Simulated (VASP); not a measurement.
Input of a VASP 6.6.1 run:

INCAR

```
SYSTEM = Re
PREC = Accurate
ENCUT = 600
EDIFF = 1E-7
ISMEAR = -1
SIGMA = 0.05
LREAL = .False.
LASPH = .True.
NELM = 120
ALGO = Normal
ISIF = 3
LWAVE = .False.
LCHARG = .False.
GGA = CA
IBRION = 2
NSW = 60
EDIFFG = -0.01
GGA_COMPAT = .False.
NELMIN = 4
```

Contents of KPOINTS:

```
Automatic mesh
0
Gamma
  5 5 5
  0 0 0
```

The input POSCAR:

```
Re
1.0
    3.8900000000      0.0000000000      0.0000000000
    0.0000000000      3.8900000000      0.0000000000
    0.0000000000      0.0000000000      3.8900000000
Re
4
Direct
    0.0000000000      0.0000000000      0.0000000000
    0.0000000000      0.5000000000      0.5000000000
    0.5000000000      0.0000000000      0.5000000000
    0.5000000000      0.5000000000      0.0000000000
```

Potentials or basis: VASP PAW LDA potentials, release 64 (Re).

Command:

```bash
$ cat potpaw_LDA.64/Re/POTCAR > POTCAR
$ mpirun -np 1 vasp_std > vasp.out
```

Problem. Estimate the relaxed cell.

Solution. a = 3.867 Å, b = 3.867 Å, c = 3.867 Å, α = 90.00°, β = 90.00°, γ = 90.00°.

Problem. What does it give for the space group after relaxing (to 0.1 Å)?

Solution. Fm-3m (No. 225).

Problem. What does it give for the band gap on the k mesh?

Solution. Zero (bands 14 and 15 overlap by 3.93 eV).

Final structure:
```
CELL_PARAMETERS angstrom
3.86735 0.00000 0.00000
0.00000 3.86735 0.00000
0.00000 0.00000 3.86735
ATOMIC_POSITIONS crystal
Re 0.00000 0.00000 0.00000
Re 0.00000 0.50000 0.50000
Re 0.50000 0.00000 0.50000
Re 0.50000 0.50000 0.00000
```

Caveat: spin-orbit coupling is left out, which moves the levels of the heavy elements.
